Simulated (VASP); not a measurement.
# BeAu2S2 (P4/mmm) in VASP: further runs

The runs below take BeAu2S2 through single point, relaxation of cell and atoms, with PBE.

Program: VASP 6.6.1. These are calculated values, not measurements. Logs are shortened: lines on timing, memory, paths and dates and some standing lists are left out, and cuts for length are marked.

**1. The cell of the first run**

The structure is tetragonal, space group P4/mmm (No. 123). The conventional cell has a = 4.194 Å, b = 4.194 Å, c = 7.088 Å, α = 90.00°, β = 90.00°, γ = 90.00°. Be (site symmetry 4/mmm) has 2 S at 1.89 Å within 2.5 Å. Within 2.5 Å of S (site symmetry 4mm) lie 1 Be at 1.89 Å. Au (site symmetry mmm) has 4 S at 2.67 Å and 4 Au at 2.97 Å within 3.5 Å.

The cell was built from a structure type or drawn by symmetry, and may not be a known phase.

**2. Single point, PBE, collinear spin**

INCAR reads:

```
PREC = Accurate
ENCUT = 520
EDIFF = 1E-6
ISMEAR = 0
SIGMA = 0.1
LREAL = False
LASPH = True
NELM = 150
ALGO = Normal
ISIF = 2
LWAVE = False
LCHARG = False
ISPIN = 2
MAGMOM = 0 0 0 1 1
LORBIT = 11
LMAXMIX = 4
GGA = PE
NBANDS = 30
```

KPOINTS reads:

```
regular mesh
0
Gamma
  4 4 4
```

POSCAR reads:

```
BeAu2S2
1.0
    4.1940617108      0.0000000000      0.0000000000
    0.0000000000      4.1940617108      0.0000000000
    0.0000000000      0.0000000000      7.0884017420
Be S Au
1 2 2
Direct
    0.0000000000      0.0000000000      0.5000000000
    0.0000000000      0.0000000000      0.7669915851
    0.0000000000      0.0000000000      0.2330084149
    0.5000000000      0.0000000000      0.0000000000
    0.0000000000      0.5000000000      0.0000000000
```

Potentials or basis: VASP PAW PBE potentials, release 64 (Be, S, Au).

Run with:

```bash
$ cat potpaw_PBE.64/Be/POTCAR potpaw_PBE.64/S/POTCAR potpaw_PBE.64/Au/POTCAR > POTCAR
$ mpirun -np 1 vasp_std > vasp.out
```

OUTCAR:

```text
PREC = Accurate
   ENCUT = 520
   EDIFF = 1E-6
   ISMEAR = 0
   LREAL = False
   LASPH = True
   NELM = 150
   ISIF = 2
   ISPIN = 2
   LORBIT = 11
   GGA = PE

 ion  position               nearest neighbor table
   1  0.000  0.000  0.500-   2 1.89   3 1.89
   2  0.000  0.000  0.767-   1 1.89   4 2.67   5 2.67   5 2.67   4 2.67
   3  0.000  0.000  0.233-   1 1.89   4 2.67   5 2.67   5 2.67   4 2.67
   4  0.500  0.000  0.000-   2 2.67   3 2.67   2 2.67   3 2.67   5 2.97   5 2.97   5 2.97   5 2.97

   5  0.000  0.500  0.000-   2 2.67   3 2.67   2 2.67   3 2.67   4 2.97   4 2.97   4 2.97   4 2.97

  LATTYP: Found a simple tetragonal cell.
 ALAT       =     4.1940617108
 C/A-ratio  =     1.6901043024

  Lattice vectors:

 A1 = (   4.1940617108,   0.0000000000,   0.0000000000)
 A2 = (   0.0000000000,   4.1940617108,   0.0000000000)
 A3 = (   0.0000000000,   0.0000000000,   7.0884017420)

Analysis of symmetry for initial positions (statically):
=====================================================================
 Subroutine PRICEL returns:
 Original cell was already a primitive cell.

 Routine SETGRP: Setting up the symmetry group for a
 simple tetragonal supercell.

 Subroutine GETGRP returns: Found 16 space group operations
 (whereof 16 operations were pure point group operations)
 out of a pool of 16 trial point group operations.

The static configuration has the point symmetry D_4h.

Analysis of symmetry for dynamics (positions and initial velocities):
=====================================================================
 Subroutine PRICEL returns:
 Original cell was already a primitive cell.

 Routine SETGRP: Setting up the symmetry group for a
 simple tetragonal supercell.

 Subroutine GETGRP returns: Found 16 space group operations
 (whereof 16 operations were pure point group operations)
 out of a pool of 16 trial point group operations.

The dynamic configuration has the point symmetry D_4h.

Analysis of structural, dynamic, and magnetic symmetry:
=====================================================================
 Subroutine PRICEL returns:
 Original cell was already a primitive cell.

 Routine SETGRP: Setting up the symmetry group for a
 simple tetragonal supercell.

 Subroutine GETGRP returns: Found 16 space group operations
 (whereof 16 operations were pure point group operations)
 out of a pool of 16 trial point group operations.

The overall configuration has the point symmetry D_4h.
[... 127 lines left out ...]
   LEPSILON=     F    determine dielectric tensor
   LRPA    =     F    only Hartree local field effects (RPA)
 spin polarized calculation
 Gauss-broadening in eV      SIGMA  =   0.10
  energy-cutoff  :      520.00
  volume of cell :      124.69
 maximum number of plane-waves:      3386
 NGX is ok and might be reduce to    32
   NGX = 15   NGY = 15   NGZ = 27

 number of electron      36.0000011 magnetization      -0.0000424

 number of electron      36.0000011 magnetization       0.0000229

 Free energy of the ion-electron system (eV)
  ---------------------------------------------------
  ext. energy  EPLUGINS =         0.00000000
  ---------------------------------------------------
  free energy    TOTEN  =       -17.43933691 eV

  energy without entropy =      -17.42985148  energy(sigma->0) =      -17.43459420

 E-fermi :   3.3468     XC(G=0):  -8.4860

 val. band max:        3.3366198728   @ k =   0.5000   0.0000   0.0000
 cond. band min:       3.4210972128   @ k =   0.5000   0.2500   0.0000
 fundamental gap:      0.0844773400
 Fermi energy:         3.3468341999

 spin component 1

 k-point     1 :       0.0000    0.0000    0.0000
  band No.  band energies     occupation
      1     -10.7041      1.00000
      2      -9.8312      1.00000
      3      -4.4144      1.00000
      4      -2.2156      1.00000
      5      -2.2156      1.00000
      6      -2.1338      1.00000
[... 583 lines left out ...]
     29      12.4991      0.00000
     30      13.7767      0.00000
 Fermi energy:         3.3468341999

 spin component 2

 k-point     1 :       0.0000    0.0000    0.0000
  band No.  band energies     occupation
      1     -10.7041      1.00000
      2      -9.8312      1.00000
      3      -4.4144      1.00000
      4      -2.2156      1.00000
      5      -2.2156      1.00000
      6      -2.1338      1.00000
[... 583 lines left out ...]
     29      12.4991      0.00000
     30      13.7774      0.00000

------------------------ aborting loop because EDIFF is reached ----------------------------------------

  FORCE on cell =-STRESS in cart. coord.  units (eV):
  Direction    XX          YY          ZZ          XY          YZ          ZX
  --------------------------------------------------------------------------------------
  -------------------------------------------------------------------------------------
  Total        0.2915024      0.2915024     -0.0071407      0.0000000     -0.0000000      0.0000000
  in kB        3.7457155      3.7457155     -0.0917563      0.0000000     -0.0000000      0.0000000
  external PRESSURE =       2.4665582 kB  Pullay stress =       0.0000000 kB

 VOLUME and BASIS-vectors are now :
 -----------------------------------------------------------------------------
  energy-cutoff  :      520.00
  volume of cell :      124.69
      direct lattice vectors                 reciprocal lattice vectors
     4.194061711  0.000000000  0.000000000     0.238432352  0.000000000  0.000000000
     0.000000000  4.194061711  0.000000000     0.000000000  0.238432352  0.000000000
     0.000000000  0.000000000  7.088401742     0.000000000  0.000000000  0.141075525

 POSITION                                       TOTAL-FORCE (eV/Angst)
 -----------------------------------------------------------------------------------
      0.00000      0.00000      3.54420        -0.000000      0.000000      0.000000
      0.00000      0.00000      5.43674         0.000000      0.000000     -0.031244
      0.00000      0.00000      1.65166        -0.000000      0.000000      0.031244
      2.09703      0.00000      0.00000        -0.000000      0.000000      0.000000
      0.00000      2.09703      0.00000        -0.000000      0.000000      0.000000
 -----------------------------------------------------------------------------------
    total drift:                                0.000000      0.000000     -0.000000

  FREE ENERGIE OF THE ION-ELECTRON SYSTEM (eV)
  ---------------------------------------------------
  free  energy   TOTEN  =       -17.4393369145 eV

  energy  without entropy=      -17.4298514761  energy(sigma->0) =      -17.43459420

 total charge

# of ion       s       p       d       tot
------------------------------------------
    1        0.451   0.620   0.000   1.071
    2        1.330   2.364   0.000   3.694
    3        1.330   2.364   0.000   3.694
    4        0.445   0.248   8.867   9.560
    5        0.445   0.248   8.867   9.560
--------------------------------------------------
tot          4.001   5.844  17.734  27.579

 magnetization (x)

# of ion       s       p       d       tot
------------------------------------------
    1        0.000   0.000   0.000   0.000
    2       -0.000  -0.000   0.000  -0.000
    3       -0.000  -0.000   0.000  -0.000
    4       -0.000  -0.000  -0.000  -0.000
    5       -0.000  -0.000  -0.000  -0.000
--------------------------------------------------
tot         -0.000   0.000  -0.000  -0.000
```

Run time: 51 s. Hardware: 1 thread of Intel Xeon 6975P-C (Granite Rapids), shared host; peak memory 0.32 GiB.

What came out:

```
Free energy                                           : -17.4393 eV
Pressure                                              : 0.2 GPa
Largest force                                         : 0.031 eV/Å
Band gap on the k mesh                                : zero (filled and empty bands touch)
Net moment                                            : 0.00 μB per cell
Valence electrons inside the program's atomic spheres : Be 1.07; S 3.69; Au 9.56
```

Forces in eV/Å, atoms in the order of the input:
```
Be   0.000  0.000  0.000
S    0.000  0.000 -0.031
S    0.000  0.000  0.031
Au   0.000  0.000  0.000
Au   0.000  0.000  0.000
```

Caveat: the k points lie up to 0.37 Å⁻¹ apart; spin-orbit coupling is left out, which moves the levels of the heavy elements.

**3. Relaxation of cell and atoms, PBE**

This run uses another cell than the first one, of 20.36 Å³/atom.

INCAR reads:

```
PREC = Accurate ; ENCUT = 600
EDIFF = 1E-6 ; ISMEAR = 0
SIGMA = 0.1 ; LREAL = False
LASPH = True ; NELM = 80
ALGO = Normal ; ISIF = 3
LWAVE = False ; LCHARG = False
GGA = PE ; IBRION = 2
NSW = 90 ; EDIFFG = -0.04
```

KPOINTS reads:

```
regular mesh
0
Gamma
  6 6 4
```

POSCAR reads:

```
BeAu2S2
1.0
    3.7302849300      0.0000000000      0.0000000000
    0.0000000000      3.7302849300      0.0000000000
    0.0000000000      0.0000000000      7.3148933900
Be S Au
1 2 2
Direct
    0.0000000000      0.0000000000      0.5000000000
    0.0000000000      0.0000000000      0.7502646400
    0.0000000000      0.0000000000      0.2497353600
    0.5000000000      0.0000000000      0.0000000000
    0.0000000000      0.5000000000      0.0000000000
```

Potentials or basis: VASP PAW PBE potentials, release 64 (Be, S, Au).

Run with:

```bash
$ cat potpaw_PBE.64/Be/POTCAR potpaw_PBE.64/S/POTCAR potpaw_PBE.64/Au/POTCAR > POTCAR
$ mpirun -np 1 vasp_std > vasp.out
```

Wall time 3.3 min (1 thread of Intel Xeon 6975P-C (Granite Rapids), shared host); peak memory 0.29 GiB.

Results (log left out):

```yaml
Free_energy: -17.4502 eV
Relaxed_volume: 25.11 Å³/atom
Relaxed_cell: a = 4.213 Å, b = 4.213 Å, c = 7.075 Å, α = 90.00°, β = 90.00°, γ = 90.00°
Space_group_after_relaxing_to_0.1_Å: P4/mmm (No. 123)
Energy_gained_by_relaxing: 209.2 meV/atom
Ionic_steps: 10
Pressure_after_relaxing: -0.1 GPa
Largest_force_after_relaxing: 0.009 eV/Å
Band_gap_on_the_k_mesh: zero (filled and empty bands touch)
```

Forces on the atoms (eV/Å):
```
Be   0.000  0.000  0.000
S    0.000  0.000 -0.009
S    0.000  0.000  0.009
Au   0.000  0.000  0.000
Au   0.000  0.000  0.000
```

Step by step:
```tsv
step	energy change (eV)	largest force (eV/Å)	pressure (GPa)	volume (Å³)
1	0.0000	0.2926	14.05	101.79
2	-0.6794	0.2668	-4.02	130.34
3	-0.7730	0.3303	-0.78	121.30
4	-0.9165	0.9672	0.29	121.62
5	-0.9328	1.3126	0.96	121.69
6	-1.0213	0.6301	0.47	123.55
7	-1.0442	0.0806	0.22	125.42
8	-1.0453	0.0500	0.25	125.09
9	-1.0453	0.0236	0.24	125.16
10	-1.0460	0.0091	-0.05	125.57
```

Final structure:
```
Be S Au
1.0
     4.21299    0.00000    0.00000
     0.00000    4.21299    0.00000
     0.00000    0.00000    7.07483
Be S Au
1 2 2
Cartesian
  0.0000 4.2130 3.5374
  0.0000 0.0000 5.4305
  0.0000 0.0000 1.6444
  2.1065 4.2130 0.0000
  0.0000 2.1065 0.0000
```

Levels at points of the mesh, in eV from the Fermi level:
```tsv
k point	band 14	band 15	band 16	band 17	band 18	band 19	band 20	band 21	band 22
(0.00, 0.00, 0.00)	-3.18	-2.71	-1.82	-0.17	-0.01	-0.01	2.99	2.99	3.47
(0.50, 0.00, 0.00)	-3.16	-2.47	-2.20	-1.62	-0.10	-0.01	0.60	3.99	4.24
(0.50, 0.50, 0.00)	-3.24	-2.82	-1.63	-1.63	-0.68	0.28	1.15	1.15	3.81
(0.00, 0.00, 0.50)	-3.03	-2.71	-1.82	-0.76	-0.76	0.98	2.18	3.23	5.12
(0.50, 0.00, 0.50)	-3.10	-2.85	-1.97	-1.84	-0.70	1.31	1.69	2.47	4.07
(0.50, 0.50, 0.50)	-3.24	-2.82	-1.36	-1.36	-1.09	0.34	2.78	2.78	2.96
```

Caveat: the volume moved by over 15 % at a fixed basis, so the end points are rough; spin-orbit coupling is left out, which moves the levels of the heavy elements.

(Part 1 of 2 ends here.)
